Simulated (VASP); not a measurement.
# K4I3Br (Pm-3m) in VASP: single point with PBE

Aim: the single point of K4I3Br with PBE.

Everything below comes from runs of VASP 6.6.1. Logs are shortened: lines on timing, memory, paths and dates and some standing lists are left out, and cuts for length are marked.

### 1 The cell of the first run

It takes space group Pm-3m (No. 221, cubic). Conventional cell: a = 7.084 Å, b = 7.084 Å, c = 7.084 Å, α = 90.00°, β = 90.00°, γ = 90.00°. K (site symmetry m-3m) has 6 I at 3.54 Å within 4.7 Å. Within 4.7 Å of K (site symmetry 4/mmm) lie 4 I at 3.54 Å and 2 Br at 3.54 Å. I (site symmetry 4/mmm) has 6 K at 3.54 Å within 4.7 Å. Within 4.7 Å of Br (site symmetry m-3m) lie 6 K at 3.54 Å.

### 2 Single point, PBE

Contents of INCAR:

```
SYSTEM = K4I3Br
PREC     = Accurate       ! precision mode
ENCUT    = 520            ! plane-wave cutoff, eV
EDIFF    = 1E-7           ! SCF threshold, eV
ISMEAR   = -1             ! smearing method
SIGMA    = 0.1            ! smearing width, eV
LREAL    = .FALSE.        ! projectors in reciprocal space
LASPH    = .TRUE.         ! aspherical terms in the spheres
NELM     = 60             ! most SCF steps
ALGO     = Normal         ! electronic algorithm
ISIF     = 2              ! what is computed and relaxed
LWAVE    = .FALSE.        ! write WAVECAR
LCHARG   = .TRUE.         ! write CHGCAR
GGA      = PE             ! functional
LELF     = .TRUE.         ! ELF
LVHAR    = .TRUE.       
NBANDS   = 42             ! bands
```

Contents of KPOINTS:

```
regular mesh
0
G
  4 4 4
  0 0 0
```

Contents of POSCAR:

```
K4I3Br
1.0
    7.0843200000      0.0000000000      0.0000000000
    0.0000000000      7.0843200000      0.0000000000
    0.0000000000      0.0000000000      7.0843200000
K I Br
4 3 1
Direct
    0.0000000000      0.0000000000      0.0000000000
    0.5000000000      0.5000000000      0.0000000000
    0.5000000000      0.0000000000      0.5000000000
    0.0000000000      0.5000000000      0.5000000000
    0.0000000000      0.5000000000      0.0000000000
    0.0000000000      0.0000000000      0.5000000000
    0.5000000000      0.0000000000      0.0000000000
    0.5000000000      0.5000000000      0.5000000000
```

Potentials or basis: VASP PAW PBE potentials, release 64 (K_sv, I, Br).

Launch:

```
cat potpaw_PBE.64/K_sv/POTCAR potpaw_PBE.64/I/POTCAR potpaw_PBE.64/Br/POTCAR > POTCAR
mpirun -np 1 vasp_std > vasp.out
```

OUTCAR:

```text
SYSTEM = K4I3Br
   PREC = Accurate
   ENCUT = 520
   EDIFF = 1E-7
   ISMEAR = -1
   LREAL = .FALSE.
   LASPH = .TRUE.
   NELM = 60
   ISIF = 2
   GGA = PE

 ion  position               nearest neighbor table
   1  0.000  0.000  0.000-   5 3.54   6 3.54   7 3.54   6 3.54   5 3.54   7 3.54
   2  0.500  0.500  0.000-   5 3.54   7 3.54   7 3.54   5 3.54
   3  0.500  0.000  0.500-   6 3.54   7 3.54   7 3.54   6 3.54
   4  0.000  0.500  0.500-   5 3.54   6 3.54   5 3.54   6 3.54
   5  0.000  0.500  0.000-   1 3.54   2 3.54   4 3.54   4 3.54   1 3.54   2 3.54
   6  0.000  0.000  0.500-   1 3.54   3 3.54   4 3.54   1 3.54   4 3.54   3 3.54
   7  0.500  0.000  0.000-   1 3.54   2 3.54   3 3.54   3 3.54   2 3.54   1 3.54
   8  0.500  0.500  0.500-

  LATTYP: Found a simple cubic cell.
 ALAT       =     7.0843200000

  Lattice vectors:

 A1 = (   7.0843200000,   0.0000000000,   0.0000000000)
 A2 = (   0.0000000000,   7.0843200000,   0.0000000000)
 A3 = (   0.0000000000,   0.0000000000,   7.0843200000)

Analysis of symmetry for initial positions (statically):
=====================================================================
 Subroutine PRICEL returns:
 Original cell was already a primitive cell.

 Routine SETGRP: Setting up the symmetry group for a
 simple cubic supercell.

 Subroutine GETGRP returns: Found 48 space group operations
 (whereof 48 operations were pure point group operations)
 out of a pool of 48 trial point group operations.

The static configuration has the point symmetry O_h .

Analysis of symmetry for dynamics (positions and initial velocities):
=====================================================================
 Subroutine PRICEL returns:
 Original cell was already a primitive cell.

 Routine SETGRP: Setting up the symmetry group for a
 simple cubic supercell.

 Subroutine GETGRP returns: Found 48 space group operations
 (whereof 48 operations were pure point group operations)
 out of a pool of 48 trial point group operations.

The dynamic configuration has the point symmetry O_h .

 Subroutine INISYM returns: Found 48 space group operations
 (whereof 48 operations are pure point group operations),
 and found     1 'primitive' translations

----------------------------------------------------------------------------------------

                                     Primitive cell

  volume of cell :     355.5449

  direct lattice vectors                    reciprocal lattice vectors
     7.084320000  0.000000000  0.000000000     0.141156808  0.000000000  0.000000000
     0.000000000  7.084320000  0.000000000     0.000000000  0.141156808  0.000000000
     0.000000000  0.000000000  7.084320000     0.000000000  0.000000000  0.141156808

  length of vectors
     7.084320000  7.084320000  7.084320000     0.141156808  0.141156808  0.141156808

  position of ions in fractional coordinates (direct lattice)
     0.000000000  0.000000000  0.000000000
     0.500000000  0.500000000  0.000000000
     0.500000000  0.000000000  0.500000000
     0.000000000  0.500000000  0.500000000
     0.000000000  0.500000000  0.000000000
     0.000000000  0.000000000  0.500000000
     0.500000000  0.000000000  0.000000000
     0.500000000  0.500000000  0.500000000

  ion indices of the primitive-cell ions
   primitive index   ion index
                 1           1
                 2           2
                 3           3
                 4           4
                 5           5
                 6           6
                 7           7
                 8           8

----------------------------------------------------------------------------------------

 KPOINTS: regular mesh

Automatic generation of k-mesh.
 Grid dimensions read from file:
 generate k-points for:    4    4    4

 Generating k-lattice:

  Cartesian coordinates                     Fractional coordinates (reciprocal lattice)
     0.035289202  0.000000000  0.000000000     0.250000000  0.000000000  0.000000000
     0.000000000  0.035289202  0.000000000     0.000000000  0.250000000  0.000000000
     0.000000000  0.000000000  0.035289202     0.000000000  0.000000000  0.250000000

  Length of vectors
     0.035289202  0.035289202  0.035289202

  Shift w.r.t. Gamma in fractional coordinates (k-lattice)
     0.000000000  0.000000000  0.000000000

 Subroutine IBZKPT returns following result:
 ===========================================

 Found     10 irreducible k-points:

 Following reciprocal coordinates:
            Coordinates               Weight
  0.000000  0.000000  0.000000      1.000000
  0.250000  0.000000  0.000000      6.000000
  0.500000  0.000000  0.000000      3.000000
  0.250000  0.250000  0.000000     12.000000
  0.500000  0.250000  0.000000     12.000000
  0.500000  0.500000  0.000000      3.000000
  0.250000  0.250000  0.250000      8.000000
  0.500000  0.250000  0.250000     12.000000
  0.500000  0.500000  0.250000      6.000000
  0.500000  0.500000  0.500000      1.000000
   k-points           NKPTS =     10   k-points in BZ     NKDIM =     10   number of bands    NBANDS=     42
   number of dos      NEDOS =    301   number of ions     NIONS =      8
   total plane-waves  NPLWV = 157464
   dimension x,y,z NGX =    54 NGY =   54 NGZ =   54
   dimension x,y,z NGXF=   108 NGYF=  108 NGZF=  108
   ions per type =               4   3   1
   NGX,Y,Z   is equivalent  to a cutoff of  12.67, 12.67, 12.67 a.u.
   NGXF,Y,Z  is equivalent  to a cutoff of  25.34, 25.34, 25.34 a.u.
 SYSTEM =  K4I3Br
   PREC   = accura    normal or accurate (medium, high low for compatibility)
   ISTART =      0    job   : 0-new  1-cont  2-samecut
   ICHARG =      2    charge: 1-file 2-atom 10-const
   ISPIN  =      1    spin polarized calculation?
   LNONCOLLINEAR =      F non collinear calculations
   LSORBIT =      F    spin-orbit coupling
   LASPH  =      T    aspherical Exc in radial PAW
   ENCUT  =  520.0 eV  38.22 Ry    6.18 a.u.  13.17 13.17 13.17*2*pi/ulx,y,z
   NELM   =     60;   NELMIN=  2; NELMDL= -5     # of ELM steps
   EDIFF  = 0.1E-06   stopping-criterion for ELM
   LREAL  =      F    real-space projection
   EDIFFG = 0.1E-05   stopping-criterion for IOM
   NSW    =      0    number of steps for IOM
   IBRION =     -1    ionic relax: 0-MD 1-quasi-New 2-CG
   NFREE  =      0    steps in history (QN), initial steepest desc. (CG)
   ISIF   =      2    stress and relaxation
   ISYM   =      2    0-nonsym 1-usesym 2-fastsym
   POTIM  = 0.5000    time-step for ionic-motion
   TEBEG  =    0.0;   TEEND  =   0.0 temperature during run
   PSTRESS=    0.0 pullay stress
   NELECT =      64.0000    total number of electrons
   NUPDOWN=      -1.0000    fix difference up-down
   EMIN   =  10.00;   EMAX   =-10.00  energy-range for DOS
   EFERMI =   0.00;   METHOD = LEGACY
   ISMEAR =    -1;   SIGMA  =   0.10  broadening in eV -4-tet -1-fermi 0-gaus
   EFERMI_NEDOS =   21; number of points for ismear=-14 and -15
   IALGO  =     38    algorithm
   IMIX   =      4    mixing-type and parameters
     AMIX     =   0.40;   BMIX     =  1.00
     AMIX_MAG =   1.60;   BMIX_MAG =  1.00
  volume/ion in A,a.u.               =      44.44       299.92
  Fermi-wavevector in a.u.,A,eV,Ry     =   0.924350  1.746769 11.625141  0.854424
  Thomas-Fermi vector in A             =   2.050087
   LORBIT       =      0    0 simple, 1 ext, 2 COOP (PROOUT), +10 PAW based schemes
   GGA     = PE    functional components
[... 5 lines left out ...]
 non-spin polarized calculation
  energy-cutoff  :      520.00
  volume of cell :      355.54
 maximum number of plane-waves:      9627
 NGX is ok and might be reduce to    54
   NGX = 27   NGY = 27   NGZ = 27

 number of electron      63.9999986 magnetization

 Free energy of the ion-electron system (eV)
  ---------------------------------------------------
  ext. energy  EPLUGINS =         0.00000000
  ---------------------------------------------------
  free energy    TOTEN  =       -22.83016239 eV

  energy without entropy =      -22.83016238  energy(sigma->0) =      -22.83016239

 E-fermi :   1.1977     XC(G=0):  -7.0014

 val. band max:       -0.9493993801   @ k =   0.0000   0.0000   0.0000
 cond. band min:       2.9766617786   @ k =   0.0000   0.0000   0.0000
 fundamental gap:      3.9260611587
 Fermi energy:         1.1977170669

 k-point     1 :       0.0000    0.0000    0.0000
  band No.  band energies     occupation
      1     -29.4167      2.00000
      2     -29.4148      2.00000
      3     -29.4148      2.00000
      4     -29.4090      2.00000
      5     -13.1816      2.00000
      6     -12.9409      2.00000
[... 34 lines left out ...]
     41       5.7972      0.00000
     42       5.7972      0.00000

 k-point     2 :       0.2500    0.0000    0.0000
  band No.  band energies     occupation
      1     -29.4165      2.00000
      2     -29.4150      2.00000
      3     -29.4148      2.00000
      4     -29.4090      2.00000
      5     -13.2336      2.00000
      6     -12.9495      2.00000
[... 34 lines left out ...]
     41       6.1276      0.00000
     42       6.1276      0.00000

 k-point     3 :       0.5000    0.0000    0.0000
  band No.  band energies     occupation
      1     -29.4160      2.00000
      2     -29.4154      2.00000
      3     -29.4148      2.00000
      4     -29.4091      2.00000
      5     -13.2734      2.00000
      6     -12.9578      2.00000
[... 34 lines left out ...]
     41       5.7882      0.00000
     42       5.9620      0.00000

 k-point     4 :       0.2500    0.2500    0.0000
  band No.  band energies     occupation
      1     -29.4162      2.00000
      2     -29.4151      2.00000
      3     -29.4149      2.00000
      4     -29.4090      2.00000
      5     -13.2746      2.00000
      6     -12.9665      2.00000
[... 34 lines left out ...]
     41       6.1103      0.00000
     42       6.3966      0.00000

 k-point     5 :       0.5000    0.2500    0.0000
  band No.  band energies     occupation
      1     -29.4158      2.00000
      2     -29.4154      2.00000
      3     -29.4150      2.00000
      4     -29.4091      2.00000
      5     -13.3086      2.00000
      6     -12.9810      2.00000
[... 34 lines left out ...]
     41       5.9260      0.00000
     42       6.1505      0.00000

 k-point     6 :       0.5000    0.5000    0.0000
  band No.  band energies     occupation
      1     -29.4154      2.00000
      2     -29.4154      2.00000
      3     -29.4154      2.00000
      4     -29.4091      2.00000
      5     -13.3389      2.00000
      6     -12.9996      2.00000
[... 34 lines left out ...]
     41       6.3009      0.00000
     42       6.3051      0.00000

 k-point     7 :       0.2500    0.2500    0.2500
  band No.  band energies     occupation
      1     -29.4160      2.00000
      2     -29.4151      2.00000
      3     -29.4151      2.00000
      4     -29.4091      2.00000
      5     -13.3095      2.00000
      6     -12.9867      2.00000
[... 34 lines left out ...]
     41       6.3920      0.00000
     42       6.3937      0.00000

 k-point     8 :       0.5000    0.2500    0.2500
  band No.  band energies     occupation
      1     -29.4157      2.00000
      2     -29.4154      2.00000
      3     -29.4151      2.00000
      4     -29.4091      2.00000
      5     -13.3397      2.00000
      6     -13.0040      2.00000
[... 34 lines left out ...]
     41       6.3823      0.00000
     42       6.5030      0.00000

 k-point     9 :       0.5000    0.5000    0.2500
  band No.  band energies     occupation
      1     -29.4154      2.00000
      2     -29.4154      2.00000
      3     -29.4154      2.00000
      4     -29.4091      2.00000
      5     -13.3672      2.00000
      6     -13.0217      2.00000
[... 34 lines left out ...]
     41       6.6850      0.00000
     42       6.6915      0.00000

 k-point    10 :       0.5000    0.5000    0.5000
  band No.  band energies     occupation
      1     -29.4154      2.00000
      2     -29.4154      2.00000
      3     -29.4154      2.00000
      4     -29.4091      2.00000
      5     -13.3928      2.00000
      6     -13.0405      2.00000
[... 34 lines left out ...]
     41       7.2454      0.00000
     42       7.2454      0.00000

------------------------ aborting loop because EDIFF is reached ----------------------------------------

  FORCE on cell =-STRESS in cart. coord.  units (eV):
  Direction    XX          YY          ZZ          XY          YZ          ZX
  --------------------------------------------------------------------------------------
  -------------------------------------------------------------------------------------
  Total        0.0138791      0.0138791      0.0138791      0.0000000      0.0000000     -0.0000000
  in kB        0.0625427      0.0625427      0.0625427      0.0000000      0.0000000     -0.0000000
  external PRESSURE =       0.0625427 kB  Pullay stress =       0.0000000 kB

 VOLUME and BASIS-vectors are now :
 -----------------------------------------------------------------------------
  energy-cutoff  :      520.00
  volume of cell :      355.54
      direct lattice vectors                 reciprocal lattice vectors
     7.084320000  0.000000000  0.000000000     0.141156808  0.000000000  0.000000000
     0.000000000  7.084320000  0.000000000     0.000000000  0.141156808  0.000000000
     0.000000000  0.000000000  7.084320000     0.000000000  0.000000000  0.141156808

 POSITION                                       TOTAL-FORCE (eV/Angst)
 -----------------------------------------------------------------------------------
      0.00000      0.00000      0.00000         0.000000      0.000000      0.000000
      3.54216      3.54216      0.00000         0.000000      0.000000      0.000000
      3.54216      0.00000      3.54216         0.000000      0.000000      0.000000
      0.00000      3.54216      3.54216         0.000000      0.000000      0.000000
      0.00000      3.54216      0.00000         0.000000      0.000000      0.000000
      0.00000      0.00000      3.54216         0.000000      0.000000      0.000000
      3.54216      0.00000      0.00000         0.000000      0.000000      0.000000
      3.54216      3.54216      3.54216         0.000000      0.000000      0.000000
 -----------------------------------------------------------------------------------
    total drift:                                0.000000     -0.000000      0.000000

  FREE ENERGIE OF THE ION-ELECTRON SYSTEM (eV)
  ---------------------------------------------------
  free  energy   TOTEN  =       -22.8301623864 eV

  energy  without entropy=      -22.8301623838  energy(sigma->0) =      -22.83016239
```

Wall time 7.1 min (1 thread of AMD EPYC 7R13, shared host); peak memory 0.45 GiB.

Results:

```
Free energy            : -22.8302 eV
Pressure               : 0.0 GPa
Band gap on the k mesh : 3.93 eV, direct
```

Caveat: spin-orbit coupling is left out, which moves the levels of the heavy elements.
